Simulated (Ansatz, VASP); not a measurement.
**Be in VASP and in Ansatz**

INCAR

```
SYSTEM = Be
PREC = Accurate
ENCUT = 520
EDIFF = 1E-6
ISMEAR = 0
SIGMA = 0.15
LREAL = .False.
LASPH = .True.
NELM = 100
ALGO = Fast
ISIF = 2
LWAVE = .False.
LCHARG = .True.
GGA = PE
IVDW = 12
LELF = .True.
LVHAR = .True.
NBANDS = 9
```

KPOINTS

```
regular mesh
0
Gamma
  24 24 12
  0 0 0
```

POSCAR

```
Be
1.0
    2.2141966284      0.0000000000      0.0000000000
   -1.1070983142      1.9175505292      0.0000000000
    0.0000000000      0.0000000000      3.5001053904
Be
2
Direct
    0.3365942768      0.7150095909      0.2500000000
    0.6634057232      0.2849904091      0.7500000000
```

Input for Ansatz:

```yaml
crystal:
  lattice:
    - [2.2141966284, 0.0, 0.0]
    - [-1.1070983142, 1.9175505292, 0.0]
    - [0.0, 0.0, 3.5001053904]
  atoms:
    - { symbol: Be, position: [0.3365942768, 0.7150095909, 0.25] }
    - { symbol: Be, position: [0.6634057232, 0.2849904091, 0.75] }
basis:
  ecutwfc: 520.0
kpoints:
  mp_grid: { grid: [24, 24, 12] }
hamiltonian:
  xc: pbe
  dispersion: d3bj
scf:
  occupations: { method: gaussian, width: 0.15 }
output:
  forces: true
  stress: true
  eigenvalues: true
```

Change from the starting cell: mode 4 frozen in at -0.046 Å and mode 5 at +0.093 Å (largest displacements).

Alike in both runs: task single point; functional PBE; dispersion D3(BJ); k mesh 24 × 24 × 12; occupations gaussian, width 0.15 eV; no spin polarisation.

|  | VASP | Ansatz |
| --- | --- | --- |
| version | VASP 6.6.1 | Ansatz 0.2.0 |
| potentials or method | VASP PAW PBE potentials, release 64 (Be), cutoff 520 eV | scalar-relativistic, plane waves, PAW |
| valence electrons in the cell | 4 | 4 |

|  | VASP | Ansatz | Ansatz less VASP |
| --- | --- | --- | --- |
| gap on the k mesh at the Fermi level (eV) | none | none | - |
| pressure (GPa) | 1.1 | 0.9 | -0.19 |
| traceless stress, the component that is largest in VASP (GPa) | -6.31 | -6.27 | +0.034 |
| rms of the force components (eV/Å) | 0.483 | 0.483 | 0.0000 |

Atom by atom the forces differ by 0.000 eV/Å (rms over components). A gap of «none» marks a metal or a gap that the smearing closes.
